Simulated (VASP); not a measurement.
# LiCl (I4mm) in VASP: a series of runs, part 2 of 2

VASP 6.6.1.

## (4) Single point, PBE (all Li atoms moved +0.188 Å, as atom 1 along Cartesian [0 1 0])

File INCAR:

```
ALGO = Normal ; EDIFF = 1E-7
ENCUT = 520 ; GGA = PE
ISIF = 2 ; ISMEAR = 0
LASPH = T ; LCHARG = F
LREAL = F ; LWAVE = F
NBANDS = 12 ; NELM = 100
PREC = Accurate ; SIGMA = 0.05
```

File KPOINTS:

```
k-points
0
Gamma
  8 8 8
```

File POSCAR:

```
LiCl
1.0
    0.0000000000      2.5647600000      2.5647600000
    2.5647600000      0.0000000000      2.5647600000
    2.5647600000      2.5647600000      0.0000000000
Li Cl
1 1
Direct
    0.0365531278     -0.0365531278      0.0365531278
    0.5000000000      0.5000000000      0.5000000000
```

Potentials or basis: VASP PAW PBE potentials, release 64 (Li_sv, Cl).

Launch:

```bash
$ cat potpaw_PBE.64/Li_sv/POTCAR potpaw_PBE.64/Cl/POTCAR > POTCAR
$ mpirun -np 1 vasp_std > vasp.out
```

OUTCAR:

```text
EDIFF = 1E-7
   ENCUT = 520
   GGA = PE
   ISIF = 2
   ISMEAR = 0
   LASPH = T
   LREAL = F
   NELM = 100
   PREC = Accurate

 ion  position               nearest neighbor table
   1  0.037  0.963  0.037-   2 2.38   2 2.57   2 2.57   2 2.57   2 2.57
   2  0.500  0.500  0.500-   1 2.38   1 2.57   1 2.57   1 2.57   1 2.57

  LATTYP: Found a face centered cubic cell.
 ALAT       =     5.1295200000

  Lattice vectors:

 A1 = (   0.0000000000,   2.5647600000,   2.5647600000)
 A2 = (   2.5647600000,   0.0000000000,   2.5647600000)
 A3 = (   2.5647600000,   2.5647600000,   0.0000000000)

Analysis of symmetry for initial positions (statically):
=====================================================================
 Subroutine PRICEL returns:
 Original cell was already a primitive cell.

 Routine SETGRP: Setting up the symmetry group for a
 face centered cubic supercell.

 Subroutine GETGRP returns: Found  8 space group operations
 (whereof  8 operations were pure point group operations)
 out of a pool of 48 trial point group operations.

The static configuration has the point symmetry C_4v.

Analysis of symmetry for dynamics (positions and initial velocities):
=====================================================================
 Subroutine PRICEL returns:
 Original cell was already a primitive cell.

 Routine SETGRP: Setting up the symmetry group for a
 face centered cubic supercell.

 Subroutine GETGRP returns: Found  8 space group operations
 (whereof  8 operations were pure point group operations)
 out of a pool of 48 trial point group operations.

The dynamic configuration has the point symmetry C_4v.

 Subroutine INISYM returns: Found  8 space group operations
 (whereof  8 operations are pure point group operations),
 and found     1 'primitive' translations

----------------------------------------------------------------------------------------

                                     Primitive cell

[... 118 lines left out ...]
   IVDW    =     0    specifies the selected vdW correction
   LEPSILON=     F    determine dielectric tensor
   LRPA    =     F    only Hartree local field effects (RPA)
 non-spin polarized calculation
 Gauss-broadening in eV      SIGMA  =   0.05
  energy-cutoff  :      520.00
  volume of cell :       33.74
 maximum number of plane-waves:       934
   NGX = 13   NGY = 13   NGZ = 13

 number of electron      10.0000005 magnetization

 Free energy of the ion-electron system (eV)
  ---------------------------------------------------
  ext. energy  EPLUGINS =         0.00000000
  ---------------------------------------------------
  free energy    TOTEN  =        -7.37203306 eV

  energy without entropy =       -7.37203306  energy(sigma->0) =       -7.37203306

 E-fermi :   0.9740     XC(G=0):  -8.7221

 val. band max:        0.5812462668   @ k =   0.0000   0.0000   0.0000
 cond. band min:       6.9030094489   @ k =   0.0000   0.0000   0.0000
 fundamental gap:      6.3217631821
 Fermi energy:         0.9740274100

 k-point     1 :       0.0000    0.0000    0.0000
  band No.  band energies     occupation
      1     -42.9174      2.00000
      2     -12.8264      2.00000
      3       0.5375      2.00000
      4       0.5812      2.00000
      5       0.5812      2.00000
      6       6.9030      0.00000
      7      12.3414      0.00000
      8      12.3414      0.00000
      9      12.5363      0.00000
     10      14.5573      0.00000
     11      15.2169      0.00000
     12      15.3223      0.00000
[... 331 lines left out ...]
 k-point    24 :       0.5000    0.2500    0.0000
  band No.  band energies     occupation
      1     -42.9143      2.00000
      2     -12.1439      2.00000
      3      -1.9097      2.00000
      4      -0.7184      2.00000
      5      -0.1502      2.00000
      6       8.7149      0.00000
      7      10.1552      0.00000
      8      11.4697      0.00000
      9      11.9945      0.00000
     10      15.1601      0.00000
     11      18.1617      0.00000
     12      19.1564      0.00000

 [... further k-points ...]

------------------------ aborting loop because EDIFF is reached ----------------------------------------

  FORCE on cell =-STRESS in cart. coord.  units (eV):
  Direction    XX          YY          ZZ          XY          YZ          ZX
  --------------------------------------------------------------------------------------
  -------------------------------------------------------------------------------------
  Total        0.0427844      0.3632256      0.0427844      0.0000000      0.0000000      0.0000000
  in kB        2.0315429     17.2471289      2.0315429      0.0000000      0.0000000      0.0000000
  external PRESSURE =       7.1034049 kB  Pullay stress =       0.0000000 kB

 VOLUME and BASIS-vectors are now :
 -----------------------------------------------------------------------------
  energy-cutoff  :      520.00
  volume of cell :       33.74
      direct lattice vectors                 reciprocal lattice vectors
     0.000000000  2.564760000  2.564760000    -0.194950015  0.194950015  0.194950015
     2.564760000  0.000000000  2.564760000     0.194950015 -0.194950015  0.194950015
     2.564760000  2.564760000  0.000000000     0.194950015  0.194950015 -0.194950015

 POSITION                                       TOTAL-FORCE (eV/Angst)
 -----------------------------------------------------------------------------------
      2.56476      0.18750      2.56476         0.000000     -0.168651      0.000000
      2.56476      2.56476      2.56476         0.000000      0.168651      0.000000
 -----------------------------------------------------------------------------------
    total drift:                                0.000000      0.000063      0.000000

  FREE ENERGIE OF THE ION-ELECTRON SYSTEM (eV)
  ---------------------------------------------------
  free  energy   TOTEN  =        -7.3720330576 eV

  energy  without entropy=       -7.3720330576  energy(sigma->0) =       -7.37203306
```

stdout:

```text
POSCAR found type information on POSCAR LiCl
 POSCAR found :  2 types and       2 ions
 scaLAPACK will be used
 LDA part: xc-table for (Slater+PW92), standard interpolation
 POSCAR, INCAR and KPOINTS ok, starting setup
 FFT: planning ... GRIDC
 FFT: planning ... GRID_SOFT
 FFT: planning ... GRID
 WAVECAR not read
 entering main loop
```

It took 25 s on 1 thread of Intel Xeon 8259CL, shared host; peak memory 0.16 GiB.

What came out:

* Free energy: -7.3720 eV
* Largest force: 0.169 eV/Å
* Band gap on the k mesh: 6.32 eV

Forces in eV/Å, atoms in the order of the input:
```
Li   0.000 -0.169  0.000
Cl   0.000  0.169  0.000
```

Caveat: the cell differs from its parent crystal (all Li atoms moved +0.188 Å, as atom 1 along Cartesian [0 1 0]); the cutoff is under 1.25 times the usual one of these potentials, so pressure, stress and relaxed cells hold a basis-set (Pulay) error.

## (5) Overview

| cell | gap on the mesh (eV) | largest force (eV/Å) |
| --- | --- | --- |
| as given, atomic positions A | 6.23 | 0.92 |
| as given, atomic positions B | 6.29 | 0.42 |
| as given, atomic positions C | 6.32 | 0.17 |

Alike in all rows: task single point; level PBE; potentials or basis VASP PAW PBE potentials, release 64 (Li_sv, Cl); no spin polarisation; k mesh 8 × 8 × 8; cutoff (eV) 520; smearing gaussian 0.05 eV.

Caveats: the cutoff is under 1.25 times the usual one of these potentials, so pressure, stress and relaxed cells hold a basis-set (Pulay) error.

Total energies depend on the potentials used, so only differences within one code and one set of settings carry meaning.
